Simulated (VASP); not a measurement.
# Eu (Pm-3m) in VASP: a series of runs

The runs below take Eu through single point, with PBE.

Everything below comes from runs of VASP 6.6.1. Logs are shortened: lines on timing, memory, paths and dates and some standing lists are left out, and cuts for length are marked.

**1. The cell of the first run**

Symmetry: Pm-3m, No. 221, cubic system. Conventional cell: a = 3.253 Å, b = 3.253 Å, c = 3.253 Å, α = 90.00°, β = 90.00°, γ = 90.00°. Within 4.3 Å of Eu (site symmetry m-3m) lie 6 Eu at 3.25 Å.

**2. Single point, PBE, collinear spin, ferromagnetic start (volume scaled by 0.8)**

INCAR reads:

```
SYSTEM = Eu
PREC = Accurate
ENCUT = 520
EDIFF = 1E-6
ISMEAR = -1
SIGMA = 0.1
LREAL = .FALSE.
LASPH = .TRUE.
NELM = 150
ALGO = Normal
ISIF = 2
LWAVE = .FALSE.
LCHARG = .FALSE.
ISPIN = 2
MAGMOM = 7
LORBIT = 11
LMAXMIX = 6
GGA = PE
NBANDS = 18
```

KPOINTS reads:

```
regular mesh
0
G
  11 11 11
  0 0 0
```

POSCAR reads:

```
Eu
1.0
    3.2534339428      0.0000000000      0.0000000000
    0.0000000000      3.2534339428      0.0000000000
    0.0000000000      0.0000000000      3.2534339428
Eu
1
Direct
    0.0000000000      0.0000000000      0.0000000000
```

Potentials or basis: VASP PAW PBE potentials, release 64 (Eu).

Run with:

```bash
$ cat potpaw_PBE.64/Eu/POTCAR > POTCAR
$ mpirun -np 1 vasp_std > vasp.out
```

OUTCAR:

```text
SYSTEM = Eu
   PREC = Accurate
   ENCUT = 520
   EDIFF = 1E-6
   ISMEAR = -1
   LREAL = .FALSE.
   LASPH = .TRUE.
   NELM = 150
   ISIF = 2
   ISPIN = 2
   LORBIT = 11
   GGA = PE

 ion  position               nearest neighbor table
   1  0.000  0.000  0.000-

  LATTYP: Found a simple cubic cell.
 ALAT       =     3.2534339428

  Lattice vectors:

 A1 = (   3.2534339428,   0.0000000000,   0.0000000000)
 A2 = (   0.0000000000,   3.2534339428,   0.0000000000)
 A3 = (   0.0000000000,   0.0000000000,   3.2534339428)

Analysis of symmetry for initial positions (statically):
=====================================================================
 Subroutine PRICEL returns:
 Original cell was already a primitive cell.

 Routine SETGRP: Setting up the symmetry group for a
 simple cubic supercell.

 Subroutine GETGRP returns: Found 48 space group operations
 (whereof 48 operations were pure point group operations)
 out of a pool of 48 trial point group operations.

The static configuration has the point symmetry O_h .

Analysis of symmetry for dynamics (positions and initial velocities):
=====================================================================
 Subroutine PRICEL returns:
 Original cell was already a primitive cell.

 Routine SETGRP: Setting up the symmetry group for a
 simple cubic supercell.

 Subroutine GETGRP returns: Found 48 space group operations
 (whereof 48 operations were pure point group operations)
 out of a pool of 48 trial point group operations.

The dynamic configuration has the point symmetry O_h .

Analysis of structural, dynamic, and magnetic symmetry:
=====================================================================
 Subroutine PRICEL returns:
 Original cell was already a primitive cell.

 Routine SETGRP: Setting up the symmetry group for a
 simple cubic supercell.

 Subroutine GETGRP returns: Found 48 space group operations
 (whereof 48 operations were pure point group operations)
 out of a pool of 48 trial point group operations.

The overall configuration has the point symmetry O_h .

 Subroutine INISYM returns: Found 48 space group operations
 (whereof 48 operations are pure point group operations),
 and found     1 'primitive' translations

----------------------------------------------------------------------------------------

                                     Primitive cell

  volume of cell :      34.4371

  direct lattice vectors                    reciprocal lattice vectors
     3.253433943  0.000000000  0.000000000     0.307367544  0.000000000  0.000000000
     0.000000000  3.253433943  0.000000000     0.000000000  0.307367544  0.000000000
     0.000000000  0.000000000  3.253433943     0.000000000  0.000000000  0.307367544

  length of vectors
     3.253433943  3.253433943  3.253433943     0.307367544  0.307367544  0.307367544

  position of ions in fractional coordinates (direct lattice)
     0.000000000  0.000000000  0.000000000

  ion indices of the primitive-cell ions
   primitive index   ion index
                 1           1

----------------------------------------------------------------------------------------

 KPOINTS: regular mesh

Automatic generation of k-mesh.
 Grid dimensions read from file:
 generate k-points for:   11   11   11

 Generating k-lattice:

  Cartesian coordinates                     Fractional coordinates (reciprocal lattice)
     0.027942504  0.000000000  0.000000000     0.090909091  0.000000000  0.000000000
     0.000000000  0.027942504  0.000000000     0.000000000  0.090909091  0.000000000
     0.000000000  0.000000000  0.027942504     0.000000000  0.000000000  0.090909091

  Length of vectors
     0.027942504  0.027942504  0.027942504

  Shift w.r.t. Gamma in fractional coordinates (k-lattice)
     0.000000000  0.000000000  0.000000000

 Subroutine IBZKPT returns following result:
 ===========================================

 Found     56 irreducible k-points:

 Following reciprocal coordinates:
            Coordinates               Weight
  0.000000  0.000000  0.000000      1.000000
  0.090909  0.000000  0.000000      6.000000
  0.181818  0.000000  0.000000      6.000000
  0.272727  0.000000  0.000000      6.000000
  0.363636  0.000000  0.000000      6.000000
  0.454545  0.000000  0.000000      6.000000
[... 16 lines left out ...]
  0.181818  0.090909  0.090909     24.000000
  0.272727  0.090909  0.090909     24.000000
 [... further k-points ...]
   k-points           NKPTS =     56   k-points in BZ     NKDIM =     56   number of bands    NBANDS=     18
   number of dos      NEDOS =    301   number of ions     NIONS =      1
   total plane-waves  NPLWV =  13824
   dimension x,y,z NGX =    24 NGY =   24 NGZ =   24
   dimension x,y,z NGXF=    48 NGYF=   48 NGZF=   48
   ions per type =               1
   NGX,Y,Z   is equivalent  to a cutoff of  12.26, 12.26, 12.26 a.u.
   NGXF,Y,Z  is equivalent  to a cutoff of  24.53, 24.53, 24.53 a.u.
 SYSTEM =  Eu
   PREC   = accura    normal or accurate (medium, high low for compatibility)
   ISTART =      0    job   : 0-new  1-cont  2-samecut
   ICHARG =      2    charge: 1-file 2-atom 10-const
   ISPIN  =      2    spin polarized calculation?
   LNONCOLLINEAR =      F non collinear calculations
   LSORBIT =      F    spin-orbit coupling
   LASPH  =      T    aspherical Exc in radial PAW
   ENCUT  =  520.0 eV  38.22 Ry    6.18 a.u.   6.05  6.05  6.05*2*pi/ulx,y,z
   NELM   =    150;   NELMIN=  2; NELMDL= -5     # of ELM steps
   EDIFF  = 0.1E-05   stopping-criterion for ELM
   LREAL  =      F    real-space projection
   EDIFFG = 0.1E-04   stopping-criterion for IOM
   NSW    =      0    number of steps for IOM
   IBRION =     -1    ionic relax: 0-MD 1-quasi-New 2-CG
   NFREE  =      0    steps in history (QN), initial steepest desc. (CG)
   ISIF   =      2    stress and relaxation
   ISYM   =      2    0-nonsym 1-usesym 2-fastsym
   POTIM  = 0.5000    time-step for ionic-motion
   TEBEG  =    0.0;   TEEND  =   0.0 temperature during run
   PSTRESS=    0.0 pullay stress
   NELECT =      17.0000    total number of electrons
   NUPDOWN=      -1.0000    fix difference up-down
   EMIN   =  10.00;   EMAX   =-10.00  energy-range for DOS
   EFERMI =   0.00;   METHOD = LEGACY
   ISMEAR =    -1;   SIGMA  =   0.10  broadening in eV -4-tet -1-fermi 0-gaus
   EFERMI_NEDOS =   21; number of points for ismear=-14 and -15
   IALGO  =     38    algorithm
   IMIX   =      4    mixing-type and parameters
     AMIX     =   0.40;   BMIX     =  1.00
     AMIX_MAG =   1.60;   BMIX_MAG =  1.00
  volume/ion in A,a.u.               =      34.44       232.39
  Fermi-wavevector in a.u.,A,eV,Ry     =   1.293846  2.445014 22.776651  1.674037
  Thomas-Fermi vector in A             =   2.425466
   LORBIT       =     11    0 simple, 1 ext, 2 COOP (PROOUT), +10 PAW based schemes
   GGA     = PE    functional components
   LHFCALC =     F    Hartree Fock is set to
   AEXX    =    0.0000 exact exchange contribution
   IVDW    =     0    specifies the selected vdW correction
   LEPSILON=     F    determine dielectric tensor
   LRPA    =     F    only Hartree local field effects (RPA)
 spin polarized calculation
  energy-cutoff  :      520.00
  volume of cell :       34.44
 maximum number of plane-waves:       943
   NGX = 13   NGY = 13   NGZ = 13

 number of electron      17.0000004 magnetization       7.1759315

 Free energy of the ion-electron system (eV)
  ---------------------------------------------------
  ext. energy  EPLUGINS =         0.00000000
  ---------------------------------------------------
  free energy    TOTEN  =       -10.98662818 eV

  energy without entropy =      -10.92734305  energy(sigma->0) =      -10.95698562

 E-fermi :   2.6767     XC(G=0):  -9.6396

 val. band max:        2.6071452808   @ k =   0.3636   0.3636   0.3636
 cond. band min:       2.6910765386   @ k =   0.4545   0.1818   0.0000
 fundamental gap:      0.0839312578
 Fermi energy:         2.6766622234

 spin component 1

 k-point     1 :       0.0000    0.0000    0.0000
  band No.  band energies     occupation
      1     -39.0375      1.00000
      2     -17.2400      1.00000
      3     -17.2400      1.00000
      4     -17.2400      1.00000
      5      -1.4934      1.00000
      6       2.0678      0.99774
[... 10 lines left out ...]
     17       9.2861      0.00000
     18      13.9801      0.00000

 k-point     2 :       0.0909    0.0000    0.0000
  band No.  band energies     occupation
      1     -39.0295      1.00000
      2     -17.3439      1.00000
      3     -17.2313      1.00000
      4     -17.2313      1.00000
      5      -1.3061      1.00000
      6       2.0049      0.99879
[... 10 lines left out ...]
     17       9.3147      0.00000
     18      13.1296      0.00000

 k-point     3 :       0.1818    0.0000    0.0000
  band No.  band energies     occupation
      1     -39.0080      1.00000
      2     -17.6127      1.00000
      3     -17.2077      1.00000
      4     -17.2077      1.00000
      5      -0.8100      1.00000
      6       1.9647      0.99919
[... 10 lines left out ...]
     17       9.3924      0.00000
     18      11.8222      0.00000

 k-point     4 :       0.2727    0.0000    0.0000
  band No.  band energies     occupation
      1     -38.9797      1.00000
      2     -17.9454      1.00000
      3     -17.1767      1.00000
      4     -17.1767      1.00000
      5      -0.1461      1.00000
      6       1.9429      0.99935
[... 375 lines left out ...]
      4     -17.3188      1.00000
      5      -0.9316      1.00000
      6       2.0037      0.99881
[... 10 lines left out ...]
     17       8.5696      0.00000
     18      13.7975      0.00000

 k-point    23 :       0.1818    0.0909    0.0909
  band No.  band energies     occupation
      1     -38.9923      1.00000
      2     -17.5926      1.00000
      3     -17.3062      1.00000
      4     -17.2943      1.00000
      5      -0.4395      1.00000
      6       1.9808      0.99905
[... 10 lines left out ...]
     17       8.6179      0.00000
     18      12.7190      0.00000

 k-point    24 :       0.2727    0.0909    0.0909
  band No.  band energies     occupation
      1     -38.9641      1.00000
      2     -17.9221      1.00000
      3     -17.2735      1.00000
      4     -17.2620      1.00000
      5       0.2115      1.00000
      6       1.9555      0.99926
[... 10 lines left out ...]
     17       8.7475      0.00000
     18      11.7489      0.00000

 [... further k-points ...]

 spin component 2

 k-point     1 :       0.0000    0.0000    0.0000
  band No.  band energies     occupation
      1     -35.9409      1.00000
      2     -14.8824      1.00000
      3     -14.8824      1.00000
      4     -14.8824      1.00000
      5      -0.7505      1.00000
      6       3.3065      0.00184
[... 10 lines left out ...]
     17      10.6813      0.00000
     18      14.9120      0.00000

 k-point     2 :       0.0909    0.0000    0.0000
  band No.  band energies     occupation
      1     -35.9313      1.00000
      2     -15.0047      1.00000
      3     -14.8719      1.00000
      4     -14.8719      1.00000
      5      -0.5540      1.00000
      6       3.3652      0.00102
[... 10 lines left out ...]
     17      10.7147      0.00000
     18      14.0671      0.00000

 k-point     3 :       0.1818    0.0000    0.0000
  band No.  band energies     occupation
      1     -35.9057      1.00000
      2     -15.3187      1.00000
      3     -14.8437      1.00000
      4     -14.8437      1.00000
      5      -0.0317      1.00000
      6       3.5320      0.00019
[... 10 lines left out ...]
     17      10.8050      0.00000
     18      12.8633      0.00000

 k-point     4 :       0.2727    0.0000    0.0000
  band No.  band energies     occupation
      1     -35.8719      1.00000
      2     -15.7030      1.00000
      3     -14.8064      1.00000
      4     -14.8064      1.00000
      5       0.6797      1.00000
      6       3.7762      0.00002
[... 375 lines left out ...]
      4     -14.9731      1.00000
      5      -0.1645      1.00000
      6       3.6906      0.00004
[... 10 lines left out ...]
     17       9.9596      0.00000
     18      14.7934      0.00000

 k-point    23 :       0.1818    0.0909    0.0909
  band No.  band energies     occupation
      1     -35.8870      1.00000
      2     -15.2944      1.00000
      3     -14.9599      1.00000
      4     -14.9436      1.00000
      5       0.3470      1.00000
      6       3.8496      0.00001
[... 10 lines left out ...]
     17      10.0207      0.00000
     18      13.7604      0.00000

 k-point    24 :       0.2727    0.0909    0.0909
  band No.  band energies     occupation
      1     -35.8533      1.00000
      2     -15.6743      1.00000
      3     -14.9204      1.00000
      4     -14.9047      1.00000
      5       1.0364      1.00000
      6       4.0869      0.00000
[... 10 lines left out ...]
     17      10.1645      0.00000
     18      12.9199      0.00000

 [... further k-points ...]
[... 5 lines left out ...]
  --------------------------------------------------------------------------------------
  -------------------------------------------------------------------------------------
  Total        0.6711031      0.6711031      0.6711031      0.0000000      0.0000000     -0.0000000
  in kB       31.2229450     31.2229450     31.2229450      0.0000000      0.0000000     -0.0000000
  external PRESSURE =      31.2229450 kB  Pullay stress =       0.0000000 kB

 VOLUME and BASIS-vectors are now :
 -----------------------------------------------------------------------------
  energy-cutoff  :      520.00
  volume of cell :       34.44
      direct lattice vectors                 reciprocal lattice vectors
     3.253433943  0.000000000  0.000000000     0.307367544  0.000000000  0.000000000
     0.000000000  3.253433943  0.000000000     0.000000000  0.307367544  0.000000000
     0.000000000  0.000000000  3.253433943     0.000000000  0.000000000  0.307367544

 POSITION                                       TOTAL-FORCE (eV/Angst)
 -----------------------------------------------------------------------------------
      0.00000      0.00000      0.00000         0.000000      0.000000      0.000000
 -----------------------------------------------------------------------------------
    total drift:                                0.000000      0.000000      0.000000

  FREE ENERGIE OF THE ION-ELECTRON SYSTEM (eV)
  ---------------------------------------------------
  free  energy   TOTEN  =       -10.9866281780 eV

  energy  without entropy=      -10.9273430523  energy(sigma->0) =      -10.95698562

 total charge

# of ion       s       p       d       f       tot
--------------------------------------------------
    1        2.085   5.691   0.467   6.599  14.842

 magnetization (x)

# of ion       s       p       d       f       tot
--------------------------------------------------
    1        0.009  -0.103   0.191   6.586   6.684
```

It took 27 s on 1 thread of Intel Xeon 6975P-C (Granite Rapids), shared host; peak memory 0.19 GiB.

Results:

| Item | Value |
| --- | --- |
| Free energy | -10.9866 eV |
| Pressure | 3.1 GPa |
| Net moment | 7.18 μB per cell |
| Site moments | Eu +6.68 μB |
| Valence electrons inside the program's atomic spheres | Eu 14.84 |

Caveat: spin-orbit coupling is left out, which moves the levels of the heavy elements. The state reached can hang on the start; a lower one may exist.

**3. Single point, PBE, collinear spin, ferromagnetic start (volume scaled by 0.8)**

INCAR reads:

```
  PREC = Accurate
  ENCUT = 520
  EDIFF = 1E-6
  ISMEAR = -1
  SIGMA = 0.1
  LREAL = F
  LASPH = T
  NELM = 150
  ALGO = Normal
  ISIF = 2
  LWAVE = F
  LCHARG = F
  ISPIN = 2
  MAGMOM = 7
  LORBIT = 11
  LMAXMIX = 6
  GGA = PE
  NBANDS = 18
```

KPOINTS reads:

```
Automatic mesh
0
Gamma
  11 11 11
```

POSCAR is that of step 2.

Potentials or basis: VASP PAW PBE potentials, release 64 (Eu).

Run with:

```bash
$ cat potpaw_PBE.64/Eu/POTCAR > POTCAR
$ mpirun -np 1 vasp_std > vasp.out
```

Wall time 27 s (1 thread of Intel Xeon 6975P-C (Granite Rapids), shared host); peak memory 0.19 GiB.

The run converged. Its results:

* Free energy: -10.9866 eV
* Pressure: 3.1 GPa
* Net moment: 7.18 μB per cell
* Site moments: Eu +6.68 μB
* Valence electrons inside the program's atomic spheres: Eu 14.84

Levels at points of the mesh, in eV from the Fermi level:
Spin up:
```csv
k point,band 8,band 9,band 10,band 11,band 12,band 13,band 14,band 15,band 16,band 17
"(0.00, 0.00, 0.00)",-0.59,-0.59,-0.59,-0.52,-0.52,-0.52,-0.42,6.61,6.61,6.61
```
Spin down:
```
           k point  band 3  band 4  band 5  band 6  band 7  band 8
(0.00, 0.00, 0.00)  -17.56  -17.56   -3.43    0.63    0.63    4.13
```

Caveat: spin-orbit coupling is left out, which moves the levels of the heavy elements.

**4. Single point, PBE, collinear spin, ferromagnetic start (volume scaled by 0.9)**

INCAR reads:

```
SYSTEM = Eu
PREC = Accurate
ENCUT = 520
EDIFF = 1E-6
ISMEAR = -1
SIGMA = 0.1
LREAL = .False.
LASPH = .True.
NELM = 150
ALGO = Normal
ISIF = 2
LWAVE = .False.
LCHARG = .False.
ISPIN = 2
MAGMOM = 7
LORBIT = 11
LMAXMIX = 6
GGA = PE
NBANDS = 18
```

KPOINTS reads:

```
regular mesh
0
Gamma
  11 11 11
  0 0 0
```

POSCAR reads:

```
Eu
1.0
    3.3837076569      0.0000000000      0.0000000000
    0.0000000000      3.3837076569      0.0000000000
    0.0000000000      0.0000000000      3.3837076569
Eu
1
Direct
    0.0000000000      0.0000000000      0.0000000000
```

Run with:

```bash
$ cat potpaw_PBE.64/Eu/POTCAR > POTCAR
$ mpirun -np 1 vasp_std > vasp.out
```

It took 51 s on 1 thread of Intel Xeon 6975P-C (Granite Rapids), shared host; peak memory 0.22 GiB.

The run converged. Its results:

* Free energy: -11.0417 eV
* Pressure: 1.0 GPa
* Net moment: 7.20 μB per cell
* Site moments: Eu +6.69 μB
* Valence electrons inside the program's atomic spheres: Eu 14.80

Levels at points of the mesh, in eV from the Fermi level:
Spin up:
```csv
k point,band 9,band 10,band 11,band 12,band 13,band 14,band 15,band 16
"(0.00, 0.00, 0.00)",-0.52,-0.52,-0.52,-0.43,-0.43,-0.43,5.93,5.93
```
Spin down:
```
           k point  band 3  band 4  band 5  band 6  band 7  band 8
(0.00, 0.00, 0.00)  -17.76  -17.76   -3.40    0.73    0.73    4.16
```

Caveat: spin-orbit coupling is left out, which moves the levels of the heavy elements.

**5. Single point, PBE, collinear spin, ferromagnetic start (volume scaled by 0.9)**

INCAR reads:

```
  PREC = Accurate
  ENCUT = 520
  EDIFF = 1E-7
  ISMEAR = -1
  SIGMA = 0.1
  LREAL = F
  LASPH = T
  NELM = 150
  ALGO = Normal
  ISIF = 2
  LWAVE = F
  LCHARG = F
  ISPIN = 2
  MAGMOM = 7
  LORBIT = 11
  LMAXMIX = 6
  GGA = PE
  NBANDS = 18
```

KPOINTS reads:

```
Automatic mesh
0
Gamma
  11 11 11
```

POSCAR is that of step 4.

Run with:

```bash
$ cat potpaw_PBE.64/Eu/POTCAR > POTCAR
$ mpirun -np 1 vasp_std > vasp.out
```

It took 49 s on 1 thread of Intel Xeon 6975P-C (Granite Rapids), shared host; peak memory 0.22 GiB.

It converged, with:

| Quantity | Value |
| --- | --- |
| Free energy | -11.0417 eV |
| Pressure | 1.0 GPa |
| Net moment | 7.20 μB per cell |
| Site moments | Eu +6.69 μB |
| Valence electrons inside the program's atomic spheres | Eu 14.80 |

Levels at points of the mesh, in eV from the Fermi level:
Spin up:
| k point | band 10 | band 11 | band 12 | band 13 | band 14 | band 15 |
| --- | --- | --- | --- | --- | --- | --- |
| (0.00, 0.00, 0.00) | -0.52 | -0.52 | -0.43 | -0.43 | -0.43 | 5.93 |
Spin down:
| k point | band 3 | band 4 | band 5 | band 6 | band 7 | band 8 |
| --- | --- | --- | --- | --- | --- | --- |
| (0.00, 0.00, 0.00) | -17.76 | -17.76 | -3.40 | 0.73 | 0.73 | 4.16 |

Caveat: spin-orbit coupling is left out, which moves the levels of the heavy elements. The state reached can hang on the start; a lower one may exist.
